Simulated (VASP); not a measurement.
# SiO2 (I-42d) in VASP: single point with r2SCAN

Aim: the single point of SiO2 with r2SCAN.

All numbers are computed with VASP 6.6.1; they aren't measurements. Logs are shortened: lines on timing, memory, paths and dates and some standing lists are left out, and cuts for length are marked.

**1. The cell of the first run**

The structure is tetragonal, space group I-42d (No. 122). The conventional cell has a = 4.748 Å, b = 4.748 Å, c = 7.488 Å, α = 90.00°, β = 90.00°, γ = 90.00°. Within 2.2 Å of Si (site symmetry -4) lie 4 O at 1.62 Å. Within 2.2 Å of O (site symmetry 2) lie 2 Si at 1.62 Å.

**2. Single point, r2SCAN**

Contents of POSCAR:

```
SiO2
1.0
    5.0288930000      0.0000000000      0.0000000000
    0.5459076097      4.9991749006      0.0000000000
   -2.7874003999     -2.4995875355      3.3574135832
Si O
2 4
Direct
    0.0000000000      0.0000000000      0.0000000000
    0.7500000000      0.2500000000      0.5000000000
    0.9983800000      0.6250000000      0.8733800000
    0.3750000000      0.2483800000      0.3733800000
    0.7516200000      0.1250000000      0.1266200000
    0.8750000000      0.0016200000      0.6266200000
```

Contents of INCAR.step1:

```
SYSTEM = SiO2
PREC = Accurate ; ENCUT = 520
ISMEAR = 0 ; SIGMA = 0.01
LREAL = .False. ; LASPH = .True.
NELM = 60 ; NBANDS = 25
GGA = PE ; ALGO = Normal
EDIFF = 1E-4 ; LWAVE = .True.
LCHARG = .False.
```

Contents of INCAR.step2:

```
SYSTEM = SiO2
PREC = Accurate ; ENCUT = 520
EDIFF = 1E-7 ; ISMEAR = 0
SIGMA = 0.01 ; LREAL = .False.
LASPH = .True. ; NELM = 60
ALGO = Normal ; ISIF = 2
LWAVE = .False. ; LCHARG = .False.
METAGGA = R2SCAN ; LMIXTAU = .True.
NBANDS = 25 ; ISTART = 1
```

Contents of KPOINTS:

```
Automatic mesh
0
Gamma
  6 6 6
  0 0 0
```

Potentials or basis: VASP PAW PBE potentials, release 64 (Si, O).

Started as:

```
$ cat potpaw_PBE.64/Si/POTCAR potpaw_PBE.64/O/POTCAR > POTCAR
$ cp INCAR.step1 INCAR
$ mpirun -np 1 vasp_std > vasp.out
$ cp INCAR.step2 INCAR
$ mpirun -np 1 vasp_std > vasp.out
```

OUTCAR:

```text
SYSTEM = SiO2
   PREC = Accurate
   ENCUT = 520
   EDIFF = 1E-7
   ISMEAR = 0
   LREAL = .False.
   LASPH = .True.
   NELM = 60
   ISIF = 2
   METAGGA = R2SCAN
   ISTART = 1

 ion  position               nearest neighbor table
   1  0.000  0.000  0.000-   4 1.62   3 1.62   6 1.62   5 1.62   2 3.02   2 3.02   2 3.02   2 3.02

   2  0.750  0.250  0.500-   3 1.62   4 1.62   5 1.62   6 1.62   1 3.02   1 3.02   1 3.02   1 3.02

   3  0.998  0.625  0.873-   2 1.62   1 1.62
   4  0.375  0.248  0.373-   1 1.62   2 1.62
   5  0.752  0.125  0.127-   2 1.62   1 1.62
   6  0.875  0.002  0.627-   1 1.62   2 1.62

  LATTYP: Found a body centered tetragonal cell.
 ALAT       =     4.7480999245
 C/A-ratio  =     1.5770520043

  Lattice vectors:

 A1 = (   5.0288930000,   0.0000000000,   0.0000000000)
 A2 = (   0.5459076097,   4.9991749006,   0.0000000000)
 A3 = (  -2.7874003999,  -2.4995875355,   3.3574135832)

Analysis of symmetry for initial positions (statically):
=====================================================================
 Subroutine PRICEL returns:
 Original cell was already a primitive cell.

 Routine SETGRP: Setting up the symmetry group for a
 body centered tetragonal supercell.

 Subroutine GETGRP returns: Found  8 space group operations
 (whereof  4 operations were pure point group operations)
 out of a pool of 16 trial point group operations.

The static configuration has the point symmetry S_4 .
 The point group associated with its full space group is D_2d.

Analysis of symmetry for dynamics (positions and initial velocities):
=====================================================================
 Subroutine PRICEL returns:
 Original cell was already a primitive cell.

 Routine SETGRP: Setting up the symmetry group for a
 body centered tetragonal supercell.

 Subroutine GETGRP returns: Found  8 space group operations
 (whereof  4 operations were pure point group operations)
 out of a pool of 16 trial point group operations.

The dynamic configuration has the point symmetry S_4 .
 The point group associated with its full space group is D_2d.

 Subroutine INISYM returns: Found  8 space group operations
 (whereof  4 operations are pure point group operations),
 and found     1 'primitive' translations

----------------------------------------------------------------------------------------

                                     Primitive cell

  volume of cell :      84.4064

  direct lattice vectors                    reciprocal lattice vectors
     5.028893000  0.000000000  0.000000000     0.198850920 -0.021714429  0.148924166
     0.545907610  4.999174901  0.000000000     0.000000000  0.200033009  0.148924166
    -2.787400400 -2.499587535  3.357413583     0.000000000  0.000000000  0.297848321

  length of vectors
     5.028893000  5.028893000  5.028893000     0.249382461  0.249382461  0.297848321

  position of ions in fractional coordinates (direct lattice)
     0.000000000  0.000000000  0.000000000
     0.750000000  0.250000000  0.500000000
     0.998380000  0.625000000  0.873380000
     0.375000000  0.248380000  0.373380000
     0.751620000  0.125000000  0.126620000
     0.875000000  0.001620000  0.626620000

  ion indices of the primitive-cell ions
   primitive index   ion index
                 1           1
                 2           2
                 3           3
                 4           4
                 5           5
                 6           6

----------------------------------------------------------------------------------------

 KPOINTS: Automatic mesh

Automatic generation of k-mesh.
 Grid dimensions read from file:
 generate k-points for:    6    6    6

 Generating k-lattice:

  Cartesian coordinates                     Fractional coordinates (reciprocal lattice)
     0.033141820 -0.003619072  0.024820694     0.166666667 -0.000000000  0.000000000
     0.000000000  0.033338835  0.024820694     0.000000000  0.166666667  0.000000000
     0.000000000  0.000000000  0.049641387     0.000000000  0.000000000  0.166666667

  Length of vectors
     0.041563744  0.041563744  0.049641387

  Shift w.r.t. Gamma in fractional coordinates (k-lattice)
     0.000000000  0.000000000  0.000000000

 Subroutine IBZKPT returns following result:
 ===========================================

 Found     30 irreducible k-points:

 Following reciprocal coordinates:
            Coordinates               Weight
  0.000000  0.000000  0.000000      1.000000
  0.166667 -0.000000  0.000000      8.000000
  0.333333 -0.000000  0.000000      8.000000
  0.500000 -0.000000 -0.000000      4.000000
  0.166667  0.166667 -0.000000      8.000000
  0.333333  0.166667  0.000000     16.000000
[... 16 lines left out ...]
 -0.333333 -0.333333  0.166667      8.000000
 -0.166667 -0.333333  0.166667      8.000000
 [... further k-points ...]
   k-points           NKPTS =     30   k-points in BZ     NKDIM =     30   number of bands    NBANDS=     25
   number of dos      NEDOS =    301   number of ions     NIONS =      6
   total plane-waves  NPLWV =  64000
   dimension x,y,z NGX =    40 NGY =   40 NGZ =   40
   dimension x,y,z NGXF=    80 NGYF=   80 NGZF=   80
   ions per type =               2   4
   NGX,Y,Z   is equivalent  to a cutoff of  13.22, 13.22, 13.22 a.u.
   NGXF,Y,Z  is equivalent  to a cutoff of  26.45, 26.45, 26.45 a.u.
 SYSTEM =  SiO2
   PREC   = accura    normal or accurate (medium, high low for compatibility)
   ISTART =      1    job   : 0-new  1-cont  2-samecut
   ICHARG =      0    charge: 1-file 2-atom 10-const
   ISPIN  =      1    spin polarized calculation?
   LNONCOLLINEAR =      F non collinear calculations
   LSORBIT =      F    spin-orbit coupling
   LASPH  =      T    aspherical Exc in radial PAW
   ENCUT  =  520.0 eV  38.22 Ry    6.18 a.u.   9.35  9.35  9.35*2*pi/ulx,y,z
   NELM   =     60;   NELMIN=  2; NELMDL=  0     # of ELM steps
   EDIFF  = 0.1E-06   stopping-criterion for ELM
   LREAL  =      F    real-space projection
   EDIFFG = 0.1E-05   stopping-criterion for IOM
   NSW    =      0    number of steps for IOM
   IBRION =     -1    ionic relax: 0-MD 1-quasi-New 2-CG
   NFREE  =      0    steps in history (QN), initial steepest desc. (CG)
   ISIF   =      2    stress and relaxation
   ISYM   =      2    0-nonsym 1-usesym 2-fastsym
   POTIM  = 0.5000    time-step for ionic-motion
   TEBEG  =    0.0;   TEEND  =   0.0 temperature during run
   PSTRESS=    0.0 pullay stress
   NELECT =      32.0000    total number of electrons
   NUPDOWN=      -1.0000    fix difference up-down
   EMIN   =  10.00;   EMAX   =-10.00  energy-range for DOS
   EFERMI =   0.00;   METHOD = LEGACY
   ISMEAR =     0;   SIGMA  =   0.01  broadening in eV -4-tet -1-fermi 0-gaus
   EFERMI_NEDOS =   21; number of points for ismear=-14 and -15
   IALGO  =     38    algorithm
   IMIX   =      4    mixing-type and parameters
     AMIX     =   0.40;   BMIX     =  1.00
     AMIX_MAG =   1.60;   BMIX_MAG =  1.00
  volume/ion in A,a.u.               =      14.07        94.93
  Fermi-wavevector in a.u.,A,eV,Ry     =   1.184858  2.239057 19.101062  1.403888
  Thomas-Fermi vector in A             =   2.321064
   LORBIT       =      0    0 simple, 1 ext, 2 COOP (PROOUT), +10 PAW based schemes
   METAGGA = R2SCAN    functional components
   LHFCALC =     F    Hartree Fock is set to
   AEXX    =    0.0000 exact exchange contribution
   IVDW    =     0    specifies the selected vdW correction
   LEPSILON=     F    determine dielectric tensor
   LRPA    =     F    only Hartree local field effects (RPA)
 non-spin polarized calculation
 Gauss-broadening in eV      SIGMA  =   0.01
  energy-cutoff  :      520.00
  volume of cell :       84.41
 maximum number of plane-waves:      2317
 NGX is ok and might be reduce to    40
   NGX = 19   NGY = 19   NGZ = 19

 number of electron      32.0000012 magnetization

 Free energy of the ion-electron system (eV)
  ---------------------------------------------------
  ext. energy  EPLUGINS =         0.00000000
  ---------------------------------------------------
  free energy    TOTEN  =       -59.53113025 eV

  energy without entropy =      -59.53113025  energy(sigma->0) =      -59.53113025

 E-fermi :  -0.4746     XC(G=0):  -8.9990

 val. band max:       -0.5803743808   @ k =   0.0000   0.0000   0.0000
 cond. band min:       6.1142241754   @ k =   0.0000   0.0000   0.0000
 fundamental gap:      6.6945985561
 Fermi energy:        -0.4745721514

 k-point     1 :       0.0000    0.0000    0.0000
  band No.  band energies     occupation
      1     -20.6637      2.00000
      2     -18.5862      2.00000
      3     -18.5658      2.00000
      4     -18.5658      2.00000
      5      -9.4497      2.00000
      6      -5.9252      2.00000
[... 17 lines left out ...]
     24      14.0060      0.00000
     25      14.2715      0.00000

 k-point     2 :       0.1667   -0.0000    0.0000
  band No.  band energies     occupation
      1     -20.5766      2.00000
      2     -18.7086      2.00000
      3     -18.5897      2.00000
      4     -18.5660      2.00000
      5      -9.2574      2.00000
      6      -6.0087      2.00000
[... 17 lines left out ...]
     24      13.7645      0.00000
     25      14.2491      0.00000

 k-point     3 :       0.3333   -0.0000    0.0000
  band No.  band energies     occupation
      1     -20.3568      2.00000
      2     -19.0204      2.00000
      3     -18.6049      2.00000
      4     -18.5751      2.00000
      5      -8.8147      2.00000
      6      -6.2613      2.00000
[... 17 lines left out ...]
     24      13.4123      0.00000
     25      14.5858      0.00000

 k-point     4 :       0.5000   -0.0000   -0.0000
  band No.  band energies     occupation
      1     -20.2000      2.00000
      2     -19.2220      2.00000
      3     -18.6100      2.00000
      4     -18.5820      2.00000
      5      -8.5434      2.00000
      6      -6.4342      2.00000
[... 17 lines left out ...]
     24      13.4967      0.00000
     25      14.2607      0.00000

 k-point     5 :       0.1667    0.1667   -0.0000
  band No.  band energies     occupation
      1     -20.4422      2.00000
      2     -18.8994      2.00000
      3     -18.5896      2.00000
      4     -18.5881      2.00000
      5      -8.9633      2.00000
      6      -6.2107      2.00000
[... 17 lines left out ...]
     24      13.7366      0.00000
     25      14.4968      0.00000

 k-point     6 :       0.3333    0.1667    0.0000
  band No.  band energies     occupation
      1     -20.2069      2.00000
      2     -19.1994      2.00000
      3     -18.6107      2.00000
      4     -18.5977      2.00000
      5      -8.5163      2.00000
      6      -6.5546      2.00000
[... 17 lines left out ...]
     24      13.7671      0.00000
     25      14.5553      0.00000
[... 393 lines left out ...]
 k-point    21 :      -0.3333    0.5000    0.1667
  band No.  band energies     occupation
      1     -19.9703      2.00000
      2     -19.4751      2.00000
      3     -18.6279      2.00000
      4     -18.5993      2.00000
      5      -8.0213      2.00000
      6      -7.0074      2.00000
[... 17 lines left out ...]
     24      13.6508      0.00000
     25      14.2714      0.00000

 k-point    22 :      -0.1667    0.5000    0.1667
  band No.  band energies     occupation
      1     -20.1461      2.00000
      2     -19.2883      2.00000
      3     -18.6175      2.00000
      4     -18.5830      2.00000
      5      -8.3722      2.00000
      6      -6.5821      2.00000
[... 17 lines left out ...]
     24      13.7446      0.00000
     25      14.3770      0.00000

 k-point    23 :      -0.3333   -0.3333    0.1667
  band No.  band energies     occupation
      1     -20.1567      2.00000
      2     -19.2778      2.00000
      3     -18.6035      2.00000
      4     -18.5979      2.00000
      5      -8.3274      2.00000
      6      -6.6387      2.00000
[... 17 lines left out ...]
     24      14.0731      0.00000
     25      14.3590      0.00000

 k-point    24 :      -0.1667   -0.3333    0.1667
  band No.  band energies     occupation
      1     -20.3681      2.00000
      2     -19.0177      2.00000
      3     -18.5920      2.00000
      4     -18.5815      2.00000
      5      -8.7646      2.00000
      6      -6.2293      2.00000
[... 17 lines left out ...]
     24      14.0687      0.00000
     25      14.5792      0.00000

 [... further k-points ...]

------------------------ aborting loop because EDIFF is reached ----------------------------------------

  FORCE on cell =-STRESS in cart. coord.  units (eV):
  Direction    XX          YY          ZZ          XY          YZ          ZX
  --------------------------------------------------------------------------------------
  -------------------------------------------------------------------------------------
  Total       -0.8040228     -0.6922269     -0.2331938     -0.5118881      0.0000000      0.0000000
  in kB      -15.2617164    -13.1396408     -4.4264135     -9.7165041      0.0000001      0.0000001
  external PRESSURE =     -10.9425902 kB  Pullay stress =       0.0000000 kB

 VOLUME and BASIS-vectors are now :
 -----------------------------------------------------------------------------
  energy-cutoff  :      520.00
  volume of cell :       84.41
      direct lattice vectors                 reciprocal lattice vectors
     5.028893000  0.000000000  0.000000000     0.198850920 -0.021714429  0.148924166
     0.545907610  4.999174901  0.000000000     0.000000000  0.200033009  0.148924166
    -2.787400400 -2.499587535  3.357413583     0.000000000  0.000000000  0.297848321

 POSITION                                       TOTAL-FORCE (eV/Angst)
 -----------------------------------------------------------------------------------
      0.00000      0.00000      0.00000         0.000000     -0.000000      0.000000
      2.51445     -0.00000      1.67871         0.000000     -0.000000     -0.000000
      2.92748      0.94139      2.93230        -0.088292      0.098458     -0.132248
      0.98067      0.30840      1.25359         0.088292     -0.098458     -0.132248
      3.49511      0.30840      0.42512         0.088292     -0.098458      0.132248
      2.65452     -1.55819      2.10382        -0.088292      0.098458      0.132248
 -----------------------------------------------------------------------------------
    total drift:                                0.000007      0.000006      0.000026

  FREE ENERGIE OF THE ION-ELECTRON SYSTEM (eV)
  ---------------------------------------------------
  free  energy   TOTEN  =       -59.5311302517 eV

  energy  without entropy=      -59.5311302517  energy(sigma->0) =      -59.53113025
```

It took 2.1 min on 1 thread of Intel Xeon 6975P-C (Granite Rapids), shared host; peak memory 0.26 GiB.

Results:

```yaml
Free_energy: -59.5311 eV
Pressure: -1.1 GPa
Largest_force: 0.187 eV/Å
Band_gap_on_the_k_mesh: 6.69 eV, direct
```

Forces in eV/Å, atoms in the order of the input:
```
Si   0.000  0.000  0.000
Si   0.000  0.000  0.000
O   -0.088  0.098 -0.132
O    0.088 -0.098 -0.132
O    0.088 -0.098  0.132
O   -0.088  0.098  0.132
```

Stress tensor (GPa, compression positive):
```
-1.53 -0.97  0.00
-0.97 -1.31  0.00
 0.00  0.00 -0.44
```

Caveat: the PAW data sets were made with another functional, which shifts forces and pressure a little. A k mesh can miss the band edges.
